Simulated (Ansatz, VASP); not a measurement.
**Fe in VASP and in Ansatz**

Contents of INCAR:

```
SYSTEM = Fe
PREC = Accurate
ENCUT = 520
EDIFF = 1E-6
ISMEAR = -1
SIGMA = 0.05
LREAL = .False.
LASPH = .True.
NELM = 150
ALGO = Normal
ISIF = 2
LWAVE = .False.
LCHARG = .True.
ISPIN = 2
MAGMOM = 3
LORBIT = 11
LMAXMIX = 4
GGA = CA
LELF = .True.
LVHAR = .True.
NBANDS = 14
```

KPOINTS

```
Automatic mesh
0
Gamma
  16 16 16
  0 0 0
```

POSCAR

```
Fe
1.0
    0.0000000000      1.9481907004      1.9716337988
    1.5034179515      0.0000000000      1.9716337988
    1.5034179515      1.9481907004      0.0000000000
Fe
1
Direct
    0.0000000000      0.0000000000      0.0000000000
```

Input for Ansatz:

```yaml
crystal:
  lattice:
    - [0.0, 1.9481907004, 1.9716337988]
    - [1.5034179515, 0.0, 1.9716337988]
    - [1.5034179515, 1.9481907004, 0.0]
  atoms:
    - { symbol: Fe, position: [0.0, 0.0, 0.0], spin: 3.0 }
magnetization:
  spin_polarized: true
kpoints:
  mp_grid: { grid: [16, 16, 16] }
  band_path:
    path:
      - [0.0, 0.0, 0.0]
      - [0.5, 0.0, 0.5]
      - [0.5, 0.246480624, 0.746480624]
      - [0.5, 0.753519376, 0.253519376]
      - [0.5, 0.5, 0.0]
      - [0.9257107586, 0.5, 0.4257107586]
      - [0.0742892414, 0.5, 0.5742892414]
      - [0.0, 0.5, 0.5]
      - [0.076087883, 0.576087883, 0.5]
    npoints: 5
scf:
  occupations: { method: fermi_dirac, width: 0.05 }
hamiltonian:
  xc: lda
  pseudopotentials: { kind: all_electron, lapw: { basis_error: 0.0005 } }
output:
  forces: true
  stress: true
  eigenvalues: true
```

Change from the starting cell: volume scaled by 1.01.

Alike in both runs: task single point; functional LDA; k mesh 16 × 16 × 16; occupations fermi-dirac, width 0.05 eV; collinear spin.

```csv
,VASP,Ansatz
version,VASP 6.6.1,Ansatz 0.2.0
potentials or method,"VASP PAW LDA potentials, release 64 (Fe), cutoff 520 eV","all-electron LAPW, scalar-relativistic"
```

|  | VASP | Ansatz | Ansatz less VASP |
| --- | --- | --- | --- |
| pressure (GPa) | -20.3 | -19.5 | +0.79 |
| traceless stress, the component that is largest in VASP (GPa) | -5.40 | -5.29 | +0.105 |
| net moment per atom (μB) | 2.16 | 2.20 | +0.036 |
| size of the moment on the site where the two differ most (μB) | 2.14 | 2.22 | +0.089 |

LDA's correlation is that of Perdew and Zunger in VASP and of Perdew and Wang (1992) in Ansatz. Site moments also hang on the region over which each program counts them. Ansatz ran all-electron here, and VASP with PAW potentials.
